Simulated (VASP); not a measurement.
A run of VASP 6.6.1 is set up as follows.

The input INCAR:

```
PREC = Accurate
ENCUT = 520
EDIFF = 1E-6
ISMEAR = -1
SIGMA = 0.05
LREAL = Auto
LASPH = True
NELM = 150
ALGO = Normal
ISIF = 2
LWAVE = False
LCHARG = False
ISPIN = 2
MAGMOM = 0 0 0 0 0 0 0 0.2 0.2 0 0.2 0 0 0.2 0.2
LORBIT = 11
GGA = PS
NBANDS = 48
NELECT = 65.0
```

File KPOINTS:

```
Automatic mesh
0
Gamma
  1 1 1
```

The input POSCAR:

```
Be6BS8
1.0
    9.6759940000      0.0000000000      0.0000000000
    0.0000000000      4.8379970000      0.0000000000
    0.0000000000      0.0000000000      4.8379970000
Be S B
6 8 1
Direct
    0.9983170000      0.9977000000      0.0040740000
    0.2464420000      0.5070290000      0.9985930000
    0.7508550000      0.4969170000      0.9978300000
    0.2504100000      0.9968390000      0.4990730000
    0.7500310000      0.9947380000      0.5036060000
    0.9973360000      0.4991540000      0.5043910000
    0.1251020000      0.2465340000      0.2507200000
    0.6258350000      0.2532590000      0.2506150000
    0.3797480000      0.7552260000      0.2500620000
    0.8770960000      0.7486650000      0.2572430000
    0.3774230000      0.2505070000      0.7477180000
    0.8775840000      0.2487510000      0.7377380000
    0.1280050000      0.7502640000      0.7495720000
    0.6259010000      0.7523520000      0.7497760000
    0.5038040000      0.5046540000      0.4994260000
```

Potentials or basis: VASP PAW PBE potentials, release 64 (Be, S, B).

The run is started by

```bash
$ cat potpaw_PBE.64/Be/POTCAR potpaw_PBE.64/S/POTCAR potpaw_PBE.64/B/POTCAR > POTCAR
$ mpirun -np 1 vasp_gam > vasp.out
```

Question: Estimate the largest force.

Answer: 2.061 eV/Å.

Question: Predict the net moment.

Answer: 0.98 μB per cell.

Question: Predict the site moments.

Answer: Be +0.03, +0.02, +0.04 (each value once); S +0.01, -0.00, -0.01 (each value once); B +0.03 μB.

Forces in eV/Å, atoms in the order of the input:
```
Be   0.161 -0.392 -0.358
Be   0.743 -0.024  0.104
Be  -0.273  0.421 -0.161
Be   0.532 -0.187  0.117
Be  -0.425 -0.210 -0.151
Be   0.515  0.585 -0.067
S   -0.289  0.008 -0.311
S   -0.443  1.041  1.341
S    0.463 -1.547  1.280
S   -0.069  0.254 -0.553
S    0.346  1.289 -1.398
S   -0.107 -0.376  0.999
S   -0.435  0.344  0.266
S   -0.610 -1.536 -1.180
B   -0.111  0.330  0.073
```

Caveat: the k points lie up to 1.30 Å⁻¹ apart; the cell carries a net charge on a neutralising background, which shifts energy and pressure; the PAW data sets were made with another functional, which shifts forces and pressure a little.
